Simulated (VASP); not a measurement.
Ta: single point with RPBE

Crystal: Ta.

```xyz
2
Lattice="2.9004 0.0000 0.0000 -1.4502 2.5118 0.0000 0.0000 0.0000 5.1663" Properties=species:S:1:pos:R:3 pbc="T T T"
Ta    0.0000    1.6745    1.2916
Ta    1.4502    0.8373    3.8747
```

- Program: VASP 6.6.1
- Task: single point
- Functional: RPBE
- Potentials or basis: VASP PAW PBE potentials, release 64 (Ta_pv)
- Cutoff: 520 eV
- k mesh: 11 × 11 × 5
- Occupations: fermi-dirac, width 0.05 eV
- Spin: no spin polarisation
- Dipole correction: no
- Further INCAR settings: ALGO = Normal; EDIFF = 1e-06; NBANDS = 18

The pressure is 2.3 GPa and the band gap on the k mesh is zero (band 11 reaches 6.55 eV, above the bottom of band 12 at 5.12 eV).

Stress tensor (GPa, compression positive):
```
2.15 0.00 0.00
0.00 2.15 0.00
0.00 0.00 2.58
```

Levels at points of the mesh, in eV from the Fermi level:
```tsv
k point	band 7	band 8	band 9	band 10	band 11	band 12	band 13	band 14	band 15	band 16
(0.00, 0.00, 0.00)	-8.20	-4.92	-0.57	-0.19	0.60	0.60	1.16	1.16	2.97	2.97
```

It took 34 s on 1 thread of AMD EPYC 7R13 Processor (Zen 3), with other jobs on the host, peak memory 0.14 GiB.

Caveat: the PAW data sets were made with another functional, which shifts forces and pressure a little; spin-orbit coupling is left out, which moves the levels of the heavy elements.
